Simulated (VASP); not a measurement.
# CaYB2 (Cmmm) in VASP: single point with PBE

Aim: the single point of CaYB2 with PBE.

All numbers are computed with VASP 6.6.1; they aren't measurements. Logs are shortened: lines on timing, memory, paths and dates and some standing lists are left out, and cuts for length are marked.

### 1 The cell of the first run

It takes space group Cmmm (No. 65, orthorhombic). Conventional cell: a = 6.479 Å, b = 7.746 Å, c = 4.423 Å, α = 90.00°, β = 90.00°, γ = 90.00°. Ca (site symmetry mmm) has 4 Y at 3.24 to 3.87 Å and 16 B at 3.25 to 4.66 Å and 2 Ca at 4.42 Å within 4.7 Å. Within 3.1 Å of Y (site symmetry mmm) lie 4 B at 2.37 Å. Within 2.4 Å of B (site symmetry 2mm) lie 1 B at 1.72 Å and 2 Y at 2.37 Å.

### 2 Single point, PBE

File INCAR:

```
  PREC = Accurate
  ENCUT = 520
  EDIFF = 1E-6
  ISMEAR = 0
  SIGMA = 0.1
  LREAL = F
  LASPH = T
  NELM = 60
  ALGO = Normal
  ISIF = 2
  LWAVE = F
  LCHARG = T
  GGA = PE
  LELF = T
  LVHAR = T
  NBANDS = 22
```

File KPOINTS:

```
regular mesh
0
Gamma
  10 10 10
```

File POSCAR:

```
CaYB2
1.0
    3.2394998978     -3.8730166915      0.0000000000
    3.2394998978      3.8730166915      0.0000000000
    0.0000000000      0.0000000000      4.4228304771
Ca Y B
1 1 2
Direct
    0.0000000000      0.0000000000      0.0000000000
    0.5000000000      0.5000000000      0.0000000000
    0.3675506079      0.3675506079      0.5000000000
    0.6324493921      0.6324493921      0.5000000000
```

Potentials or basis: VASP PAW PBE potentials, release 64 (Ca_sv, Y_sv, B).

On the command line:

```bash
cat potpaw_PBE.64/Ca_sv/POTCAR potpaw_PBE.64/Y_sv/POTCAR potpaw_PBE.64/B/POTCAR > POTCAR
mpirun -np 1 vasp_std > vasp.out
```

OUTCAR:

```text
PREC = Accurate
   ENCUT = 520
   EDIFF = 1E-6
   ISMEAR = 0
   LREAL = F
   LASPH = T
   NELM = 60
   ISIF = 2
   GGA = PE

 ion  position               nearest neighbor table
   1  0.000  0.000  0.000-   2 3.24   2 3.24
   2  0.500  0.500  0.000-   3 2.37   4 2.37   3 2.37   4 2.37   1 3.24   1 3.24
   3  0.368  0.368  0.500-   4 1.72   2 2.37   2 2.37
   4  0.632  0.632  0.500-   3 1.72   2 2.37   2 2.37

  LATTYP: Found a base centered orthorhombic cell.
 ALAT       =     6.4789997956
 B/A-ratio  =     1.1955600598
 C/A-ratio  =     0.6826409348

  Lattice vectors:

 A1 = (   3.2394998978,  -3.8730166915,   0.0000000000)
 A2 = (   3.2394998978,   3.8730166915,   0.0000000000)
 A3 = (   0.0000000000,   0.0000000000,   4.4228304771)

Analysis of symmetry for initial positions (statically):
=====================================================================
 Subroutine PRICEL returns:
 Original cell was already a primitive cell.

 Routine SETGRP: Setting up the symmetry group for a
 base centered orthorhombic supercell.

 Subroutine GETGRP returns: Found  8 space group operations
 (whereof  8 operations were pure point group operations)
 out of a pool of  8 trial point group operations.

The static configuration has the point symmetry D_2h.

Analysis of symmetry for dynamics (positions and initial velocities):
=====================================================================
 Subroutine PRICEL returns:
 Original cell was already a primitive cell.

 Routine SETGRP: Setting up the symmetry group for a
 base centered orthorhombic supercell.

 Subroutine GETGRP returns: Found  8 space group operations
 (whereof  8 operations were pure point group operations)
 out of a pool of  8 trial point group operations.

The dynamic configuration has the point symmetry D_2h.

 Subroutine INISYM returns: Found  8 space group operations
 (whereof  8 operations are pure point group operations),
 and found     1 'primitive' translations

----------------------------------------------------------------------------------------

                                     Primitive cell

  volume of cell :     110.9833

  direct lattice vectors                    reciprocal lattice vectors
     3.239499898 -3.873016692  0.000000000     0.154344811 -0.129098333  0.000000000
     3.239499898  3.873016692  0.000000000     0.154344811  0.129098333  0.000000000
     0.000000000  0.000000000  4.422830477     0.000000000  0.000000000  0.226099554

  length of vectors
     5.049219532  5.049219532  4.422830477     0.201218042  0.201218042  0.226099554

  position of ions in fractional coordinates (direct lattice)
     0.000000000  0.000000000  0.000000000
     0.500000000  0.500000000  0.000000000
     0.367550608  0.367550608  0.500000000
     0.632449392  0.632449392  0.500000000

  ion indices of the primitive-cell ions
   primitive index   ion index
                 1           1
                 2           2
                 3           3
                 4           4

----------------------------------------------------------------------------------------

 KPOINTS: regular mesh

Automatic generation of k-mesh.
 Grid dimensions read from file:
 generate k-points for:   10   10   10

 Generating k-lattice:

  Cartesian coordinates                     Fractional coordinates (reciprocal lattice)
     0.015434481 -0.012909833  0.000000000     0.100000000  0.000000000  0.000000000
     0.015434481  0.012909833  0.000000000     0.000000000  0.100000000  0.000000000
     0.000000000  0.000000000  0.022609955     0.000000000  0.000000000  0.100000000

  Length of vectors
     0.020121804  0.020121804  0.022609955

  Shift w.r.t. Gamma in fractional coordinates (k-lattice)
     0.000000000  0.000000000  0.000000000

 Subroutine IBZKPT returns following result:
 ===========================================

 Found    186 irreducible k-points:

 Following reciprocal coordinates:
            Coordinates               Weight
  0.000000  0.000000  0.000000      1.000000
  0.100000 -0.000000  0.000000      4.000000
  0.200000 -0.000000  0.000000      4.000000
  0.300000  0.000000  0.000000      4.000000
  0.400000 -0.000000  0.000000      4.000000
  0.500000 -0.000000  0.000000      2.000000
[... 16 lines left out ...]
  0.300000  0.300000  0.000000      2.000000
  0.400000  0.300000  0.000000      4.000000
 [... further k-points ...]
   k-points           NKPTS =    186   k-points in BZ     NKDIM =    186   number of bands    NBANDS=     22
   number of dos      NEDOS =    301   number of ions     NIONS =      4
   total plane-waves  NPLWV =  57600
   dimension x,y,z NGX =    40 NGY =   40 NGZ =   36
   dimension x,y,z NGXF=    80 NGYF=   80 NGZF=   72
   ions per type =               1   1   2
   NGX,Y,Z   is equivalent  to a cutoff of  13.17, 13.17, 13.53 a.u.
   NGXF,Y,Z  is equivalent  to a cutoff of  26.34, 26.34, 27.06 a.u.
 SYSTEM =  unknown system
   PREC   = accura    normal or accurate (medium, high low for compatibility)
   ISTART =      0    job   : 0-new  1-cont  2-samecut
   ICHARG =      2    charge: 1-file 2-atom 10-const
   ISPIN  =      1    spin polarized calculation?
   LNONCOLLINEAR =      F non collinear calculations
   LSORBIT =      F    spin-orbit coupling
   LASPH  =      T    aspherical Exc in radial PAW
   ENCUT  =  520.0 eV  38.22 Ry    6.18 a.u.   9.39  9.39  8.22*2*pi/ulx,y,z
   NELM   =     60;   NELMIN=  2; NELMDL= -5     # of ELM steps
   EDIFF  = 0.1E-05   stopping-criterion for ELM
   LREAL  =      F    real-space projection
   EDIFFG = 0.1E-04   stopping-criterion for IOM
   NSW    =      0    number of steps for IOM
   IBRION =     -1    ionic relax: 0-MD 1-quasi-New 2-CG
   NFREE  =      0    steps in history (QN), initial steepest desc. (CG)
   ISIF   =      2    stress and relaxation
   ISYM   =      2    0-nonsym 1-usesym 2-fastsym
   POTIM  = 0.5000    time-step for ionic-motion
   TEBEG  =    0.0;   TEEND  =   0.0 temperature during run
   PSTRESS=    0.0 pullay stress
   NELECT =      27.0000    total number of electrons
   NUPDOWN=      -1.0000    fix difference up-down
   EMIN   =  10.00;   EMAX   =-10.00  energy-range for DOS
   EFERMI =   0.00;   METHOD = LEGACY
   ISMEAR =     0;   SIGMA  =   0.10  broadening in eV -4-tet -1-fermi 0-gaus
   EFERMI_NEDOS =   21; number of points for ismear=-14 and -15
   IALGO  =     38    algorithm
   IMIX   =      4    mixing-type and parameters
     AMIX     =   0.40;   BMIX     =  1.00
     AMIX_MAG =   1.60;   BMIX_MAG =  1.00
  volume/ion in A,a.u.               =      27.75       187.24
  Fermi-wavevector in a.u.,A,eV,Ry     =   1.021983  1.931267 14.210586  1.044449
  Thomas-Fermi vector in A             =   2.155637
   LORBIT       =      0    0 simple, 1 ext, 2 COOP (PROOUT), +10 PAW based schemes
   GGA     = PE    functional components
   LHFCALC =     F    Hartree Fock is set to
   AEXX    =    0.0000 exact exchange contribution
   IVDW    =     0    specifies the selected vdW correction
   LEPSILON=     F    determine dielectric tensor
   LRPA    =     F    only Hartree local field effects (RPA)
 non-spin polarized calculation
 Gauss-broadening in eV      SIGMA  =   0.10
  energy-cutoff  :      520.00
  volume of cell :      110.98
 maximum number of plane-waves:      3021
 NGX is ok and might be reduce to    40
   NGX = 19   NGY = 19   NGZ = 17

 number of electron      27.0000000 magnetization

 Free energy of the ion-electron system (eV)
  ---------------------------------------------------
  ext. energy  EPLUGINS =         0.00000000
  ---------------------------------------------------
  free energy    TOTEN  =       -17.52081073 eV

  energy without entropy =      -17.50801229  energy(sigma->0) =      -17.51441151

 E-fermi :   1.3473     XC(G=0):  -8.0649

 val. band max:        1.3433279190   @ k =   0.1000   0.1000   0.2000
 cond. band min:       1.3493382664   @ k =   0.2000   0.2000   0.2000
 fundamental gap:      0.0060103474
 Fermi energy:         1.3472730300

 k-point     1 :       0.0000    0.0000    0.0000
  band No.  band energies     occupation
      1     -40.7085      2.00000
      2     -40.6424      2.00000
      3     -21.7555      2.00000
      4     -21.7220      2.00000
      5     -21.5581      2.00000
      6     -20.9365      2.00000
[... 14 lines left out ...]
     21       5.4633      0.00000
     22       5.8079      0.00000

 k-point     2 :       0.1000   -0.0000    0.0000
  band No.  band energies     occupation
      1     -40.7069      2.00000
      2     -40.6439      2.00000
      3     -21.7557      2.00000
      4     -21.7153      2.00000
      5     -21.5579      2.00000
      6     -20.9370      2.00000
[... 14 lines left out ...]
     21       5.2584      0.00000
     22       5.5498      0.00000

 k-point     3 :       0.2000   -0.0000    0.0000
  band No.  band energies     occupation
      1     -40.7025      2.00000
      2     -40.6484      2.00000
      3     -21.7561      2.00000
      4     -21.6972      2.00000
      5     -21.5574      2.00000
      6     -20.9382      2.00000
[... 14 lines left out ...]
     21       5.2276      0.00000
     22       5.2798      0.00000
[... 476 lines left out ...]
 k-point    23 :       0.3000    0.3000    0.0000
  band No.  band energies     occupation
      1     -40.6843      2.00000
      2     -40.6665      2.00000
      3     -21.7623      2.00000
      4     -21.6551      2.00000
      5     -21.5560      2.00000
      6     -20.9377      2.00000
[... 14 lines left out ...]
     21       5.0513      0.00000
     22       5.1655      0.00000

 k-point    24 :       0.4000    0.3000    0.0000
  band No.  band energies     occupation
      1     -40.6910      2.00000
      2     -40.6597      2.00000
      3     -21.7637      2.00000
      4     -21.6778      2.00000
      5     -21.5562      2.00000
      6     -20.9376      2.00000
[... 14 lines left out ...]
     21       5.0797      0.00000
     22       5.2051      0.00000

 [... further k-points ...]

------------------------ aborting loop because EDIFF is reached ----------------------------------------

  FORCE on cell =-STRESS in cart. coord.  units (eV):
  Direction    XX          YY          ZZ          XY          YZ          ZX
  --------------------------------------------------------------------------------------
  -------------------------------------------------------------------------------------
  Total        0.0128098     -0.0212595     -0.0569186      0.0000000      0.0000000      0.0000000
  in kB        0.1849250     -0.3069066     -0.8216879      0.0000000      0.0000000      0.0000000
  external PRESSURE =      -0.3145565 kB  Pullay stress =       0.0000000 kB

 VOLUME and BASIS-vectors are now :
 -----------------------------------------------------------------------------
  energy-cutoff  :      520.00
  volume of cell :      110.98
      direct lattice vectors                 reciprocal lattice vectors
     3.239499898 -3.873016692  0.000000000     0.154344811 -0.129098333  0.000000000
     3.239499898  3.873016692  0.000000000     0.154344811  0.129098333  0.000000000
     0.000000000  0.000000000  4.422830477     0.000000000  0.000000000  0.226099554

 POSITION                                       TOTAL-FORCE (eV/Angst)
 -----------------------------------------------------------------------------------
      0.00000      0.00000      0.00000         0.000000      0.000000      0.000000
      3.23950      0.00000      0.00000        -0.000000     -0.000000      0.000000
      2.38136      0.00000      2.21142        -0.005185      0.000000      0.000000
      4.09764      0.00000      2.21142         0.005185      0.000000     -0.000000
 -----------------------------------------------------------------------------------
    total drift:                               -0.000000      0.000000     -0.000000

  FREE ENERGIE OF THE ION-ELECTRON SYSTEM (eV)
  ---------------------------------------------------
  free  energy   TOTEN  =       -17.5208107304 eV

  energy  without entropy=      -17.5080122944  energy(sigma->0) =      -17.51441151
```

Wall time 15 min (1 thread of Intel Xeon 8259CL, shared host); peak memory 0.64 GiB.

What came out:

```
Free energy            : -17.5208 eV
Pressure               : 0.0 GPa
Largest force          : 0.005 eV/Å
Band gap on the k mesh : zero (an odd number of electrons rules out a gap without spin polarisation)
```

Forces on the atoms (eV/Å):
```
Ca   0.000  0.000  0.000
Y    0.000  0.000  0.000
B   -0.005  0.000  0.000
B    0.005  0.000  0.000
```

Stress tensor (GPa, compression positive):
```
 0.02  0.00  0.00
 0.00 -0.03  0.00
 0.00  0.00 -0.08
```

Levels at points of the mesh, in eV from the Fermi level:
| k point | band 11 | band 12 | band 13 | band 14 | band 15 | band 16 |
| --- | --- | --- | --- | --- | --- | --- |
| (0.00, 0.00, 0.00) | -2.32 | -0.63 | -0.59 | 0.01 | 0.25 | 0.62 |
| (0.50, 0.00, 0.00) | -1.53 | -0.84 | -0.45 | 0.29 | 0.46 | 1.92 |
| (0.50, 0.50, 0.00) | -2.06 | -1.79 | -0.81 | 0.78 | 0.97 | 1.58 |
| (0.00, 0.00, 0.50) | -3.08 | -1.14 | -0.96 | -0.59 | 0.16 | 0.96 |
| (0.50, 0.00, 0.50) | -2.48 | -1.52 | -0.61 | -0.21 | 0.33 | 1.79 |
| (0.50, 0.50, 0.50) | -2.49 | -2.21 | -0.52 | 0.41 | 1.07 | 1.21 |
